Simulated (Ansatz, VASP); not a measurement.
InO in VASP and in Ansatz

```
CELL_PARAMETERS angstrom
3.72990 0.00000 0.00000
-1.86495 3.23019 0.00000
0.00000 0.00000 17.14727
ATOMIC_POSITIONS crystal
In 0.66667 0.33333 0.59002
In 0.66667 0.33333 0.40998
O 0.00000 0.00000 0.63987
O 0.00000 0.00000 0.36013
```

Change from the starting cell: strain +0.080 along x and y, +0.080 along z, atoms carried along.

Alike in both runs: task single point; functional r2SCAN; k mesh 12 × 12 × 2; occupations gaussian, width 0.05 eV; no spin polarisation.

|  | VASP | Ansatz |
| --- | --- | --- |
| version | VASP 6.6.1 | Ansatz 0.2.0 |
| potentials or method | VASP PAW PBE potentials, release 64 (In_d, O), cutoff 520 eV | scalar-relativistic, plane waves, PAW |
| valence electrons in the cell | 38 | 38 |

VASP gave:

* gap on the k mesh at the Fermi level (eV): 0.44
* least direct gap on the mesh (eV): 0.76
* rms of the force components (eV/Å): 0.743

Q: Which values does Ansatz return?

A: gap on the k mesh at the Fermi level (eV): 0.45; least direct gap on the mesh (eV): 0.76; rms of the force components (eV/Å): 0.765.

VASP's potentials were made for PBE, not for r2SCAN. Atom by atom the forces differ by 0.023 eV/Å (rms over components). Ansatz's warnings: xc potential rough in thin density.
